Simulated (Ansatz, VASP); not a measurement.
## Ir in VASP and in Ansatz

The input INCAR:

```
SYSTEM = Ir
ALGO = Normal
EDIFF = 1E-6
ENCUT = 560
GGA = CA
GGA_COMPAT = .False.
ISIF = 2
ISMEAR = -1
LASPH = .True.
LCHARG = .False.
LREAL = .False.
LWAVE = .False.
NBANDS = 14
NELM = 120
PREC = Accurate
SIGMA = 0.15
```

File KPOINTS:

```
k-points
0
Gamma
  20 20 20
  0 0 0
```

File POSCAR:

```
Ir
1.0
    0.0000000000      1.9190496690      1.9190496690
    1.9190496690      0.0000000000      1.9190496690
    1.9190496690      1.9190496690      0.0000000000
Ir
1
Direct
    0.0000000000      0.0000000000      0.0000000000
```

Input for Ansatz:

```yaml
crystal:
  lattice:
    - [0.0, 1.919049669, 1.919049669]
    - [1.919049669, 0.0, 1.919049669]
    - [1.919049669, 1.919049669, 0.0]
  atoms:
    - { symbol: Ir, position: [0.0, 0.0, 0.0] }
basis:
  ecutwfc: 420
kpoints:
  mp_grid: { grid: [20, 20, 20] }
hamiltonian:
  xc: lda
scf:
  occupations: { method: fermi_dirac, width: 0.15 }
output:
  forces: true
  stress: true
  eigenvalues: true
  write_density: true
  write_potential: true
  elf: true
  volumetric_format: npy
```

Alike in both runs: task single point; functional LDA; k mesh 20 × 20 × 20; occupations fermi-dirac, width 0.15 eV; no spin polarisation.

|  | VASP | Ansatz |
| --- | --- | --- |
| version | VASP 6.6.1 | Ansatz 0.2.0 |
| potentials or method | VASP PAW LDA potentials, release 64 (Ir_sv_GW), cutoff 560 eV | scalar-relativistic, plane waves, PAW |
| valence electrons in the cell | 17 | 17 |

VASP gave:

```
gap on the k mesh at the Fermi level (eV) : none
pressure (GPa)                            : -8.0
```

Problem. What did Ansatz give for the same quantities?

Solution. gap on the k mesh at the Fermi level (eV): none; pressure (GPa): -7.6.

LDA's correlation is that of Perdew and Zunger in VASP and of Perdew and Wang (1992) in Ansatz. A gap of «none» marks a metal or a gap that the smearing closes.

Neither program's run includes spin-orbit coupling.
